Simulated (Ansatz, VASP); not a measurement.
## Pd in VASP and in Ansatz

```xyz
1
Lattice="2.6933 0.0000 0.0000 -1.3466 2.3325 0.0000 0.0000 0.0000 2.6442" Properties=species:S:1:pos:R:3 pbc="T T T"
Pd    0.0000    0.0000    0.0000
```

Alike in both runs: functional PBE; k mesh 24 × 24 × 20; occupations gaussian, width 0.1 eV; no spin polarisation.

Ansatz relaxed the structure, and its values are those at the end. VASP's run is a single point on that final structure, the one shown.

```csv
,VASP,Ansatz
version,VASP 6.6.1,Ansatz 0.2.0
potentials or method,"VASP PAW PBE potentials, release 64 (Pd), cutoff 520 eV","scalar-relativistic, plane waves, PAW"
valence electrons in the cell,10,18
```

Ansatz gave:

| Property | Result |
| --- | --- |
| gap on the k mesh at the Fermi level (eV) | none |
| pressure (GPa) | 0.0 |

Question: What did VASP give for the same quantities?

Answer: gap on the k mesh at the Fermi level (eV): none; pressure (GPa): -0.3.

A gap of «none» marks a metal or a gap that the smearing closes. With one functional, cell and mesh, what is left measures potentials, basis and numerics. VASP's potentials hold 10 valence electrons a cell and Ansatz's 18, so a difference there can come from the potentials and not from the codes.
